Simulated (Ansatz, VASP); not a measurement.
## One calculation of NaLiAlCl4, two programs

```
Na Li Al Cl
1.0
     0.00000    4.37234    4.37234
     4.37234    0.00000    4.37234
     4.37234    4.37234    0.00000
Na Li Al Cl
1 1 1 4
Direct
  0.00000 0.00000 0.00000
  0.25000 0.25000 0.25000
  0.50000 0.50000 0.50000
  0.37576 0.87272 0.37576
  0.37576 0.37576 0.37576
  0.87272 0.37576 0.37576
  0.37576 0.37576 0.87272
```

Alike in both runs: task relaxation of cell and atoms; functional PBE; k mesh 4 × 4 × 4; occupations gaussian, width 0.1 eV; no spin polarisation.

|  | VASP | Ansatz |
| --- | --- | --- |
| version | VASP 6.6.1 | Ansatz 0.2.0 |
| potentials or method | VASP PAW PBE potentials, release 64 (Na_sv, Li_sv, Al, Cl), cutoff 970 eV | scalar-relativistic, plane waves, PAW |
| valence electrons in the cell | 43 | 43 |

```csv
,VASP,Ansatz,Ansatz less VASP
"gap on the k mesh at the Fermi level, each at its own relaxed structure (eV)",none,none,-
relaxed volume (Å³/atom),40.90,41.84,+0.943
relaxed length of the cell vector where the two differ most in proportion (Å),7.398,7.454,+0.0564
```

A gap of «none» marks a metal or a gap that the smearing closes.

Noted on VASP's run: the volume moved by over 15 % at a fixed basis, so the end points are rough.
